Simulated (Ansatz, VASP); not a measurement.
Nb: VASP beside Ansatz

The input INCAR:

```
  PREC = Accurate
  ENCUT = 520
  EDIFF = 1E-7
  ISMEAR = 0
  SIGMA = 0.15
  LREAL = False
  LASPH = True
  NELM = 80
  ALGO = Fast
  ISIF = 2
  LWAVE = False
  LCHARG = False
  GGA = PS
  NBANDS = 12
```

Contents of KPOINTS:

```
regular mesh
0
Gamma
  22 22 22
```

POSCAR

```
Nb
1.0
    0.0000000000      1.8476226829      2.7714340244
    1.8476226829      0.0000000000      2.7714340244
    1.8476226829      1.8476226829      0.0000000000
Nb
1
Direct
    0.0000000000      0.0000000000      0.0000000000
```

Input for Ansatz:

```yaml
crystal:
  lattice:
    - [0.0, 1.8476226829, 2.7714340244]
    - [1.8476226829, 0.0, 2.7714340244]
    - [1.8476226829, 1.8476226829, 0.0]
  atoms:
    - { symbol: Nb, position: [0.0, 0.0, 0.0] }
basis:
  ecutwfc: 420
kpoints:
  mp_grid: { grid: [22, 22, 22] }
hamiltonian:
  xc: pbesol
scf:
  occupations: { method: gaussian, width: 0.15 }
output:
  forces: true
  stress: true
  eigenvalues: true
```

Alike in both runs: task single point; functional PBEsol; k mesh 22 × 22 × 22; occupations gaussian, width 0.15 eV; no spin polarisation.

|  | VASP | Ansatz |
| --- | --- | --- |
| version | VASP 6.6.1 | Ansatz 0.2.0 |
| potentials or method | VASP PAW PBE potentials, release 64 (Nb_sv), cutoff 520 eV | scalar-relativistic, plane waves, PAW |
| valence electrons in the cell | 13 | 13 |

|  | VASP | Ansatz | Ansatz less VASP |
| --- | --- | --- | --- |
| gap on the k mesh at the Fermi level (eV) | none | none | - |
| pressure (GPa) | -5.1 | -4.8 | +0.21 |
| traceless stress, the component that is largest in VASP (GPa) | -19.72 | -19.64 | +0.089 |

VASP's potentials were made for PBE, not for PBEsol. A gap of «none» marks a metal or a gap that the smearing closes. The functional is the same, so the differences come from potentials, cutoffs and numerics.
